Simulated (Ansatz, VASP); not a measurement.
## AlGa3N4 in VASP and in Ansatz

INCAR

```
ALGO = Normal ; EDIFF = 1E-6
ENCUT = 520 ; GGA = PS
ISIF = 2 ; ISMEAR = 0
LASPH = T ; LCHARG = T
LELF = T ; LREAL = F
LVHAR = T ; LWAVE = F
NBANDS = 41 ; NELM = 100
PREC = Accurate ; SIGMA = 0.02
```

File KPOINTS:

```
k-points
0
Gamma
  6 6 6
```

The input POSCAR:

```
AlGa3N4
1.0
    4.4675724049      0.0000000000      0.0000000000
    0.0000000000      4.4675724049      0.0000000000
    0.0000000000      0.0000000000      4.4675724049
Al Ga N
1 3 4
Direct
    0.0000000000      0.0000000000      0.0000000000
    0.5000000000      0.5000000000      0.0000000000
    0.5000000000      0.0000000000      0.5000000000
    0.0000000000      0.5000000000      0.5000000000
    0.7550308532      0.7550308532      0.2449691468
    0.7550308532      0.2449691468      0.7550308532
    0.2449691468      0.7550308532      0.7550308532
    0.2449691468      0.2449691468      0.2449691468
```

Input for Ansatz:

```yaml
crystal:
  lattice:
    - [4.4675724049, 0.0, 0.0]
    - [0.0, 4.4675724049, 0.0]
    - [0.0, 0.0, 4.4675724049]
  atoms:
    - { symbol: Al, position: [0.0, 0.0, 0.0] }
    - { symbol: Ga, position: [0.5, 0.5, 0.0] }
    - { symbol: Ga, position: [0.5, 0.0, 0.5] }
    - { symbol: Ga, position: [0.0, 0.5, 0.5] }
    - { symbol: "N", position: [0.7550308532, 0.7550308532, 0.2449691468] }
    - { symbol: "N", position: [0.7550308532, 0.2449691468, 0.7550308532] }
    - { symbol: "N", position: [0.2449691468, 0.7550308532, 0.7550308532] }
    - { symbol: "N", position: [0.2449691468, 0.2449691468, 0.2449691468] }
basis:
  ecutwfc: 420
kpoints:
  mp_grid: { grid: [6, 6, 6] }
hamiltonian:
  xc: pbesol
scf:
  occupations: { method: gaussian, width: 0.02 }
output:
  eigenvalues: true
  states_by_energy: {}
checkpoint:
  read: start.run
  write: ck
  compress: false
  write_wavefunctions: false
  write_every: 100000
```

Alike in both runs: task single point; functional PBEsol; k mesh 6 × 6 × 6; occupations gaussian, width 0.02 eV; no spin polarisation.

|  | VASP | Ansatz |
| --- | --- | --- |
| version | VASP 6.6.1 | Ansatz 0.2.0 |
| potentials or method | VASP PAW PBE potentials, release 64 (Al, Ga_d, N), cutoff 520 eV | scalar-relativistic, plane waves, PAW |
| valence electrons in the cell | 62 | 62 |

```tsv
	VASP	Ansatz	Ansatz less VASP
gap on the k mesh at the Fermi level (eV)	2.31	2.29	-0.020
least direct gap on the mesh (eV)	2.31	2.29	-0.020
```

VASP's potentials were made for PBE, not for PBEsol.
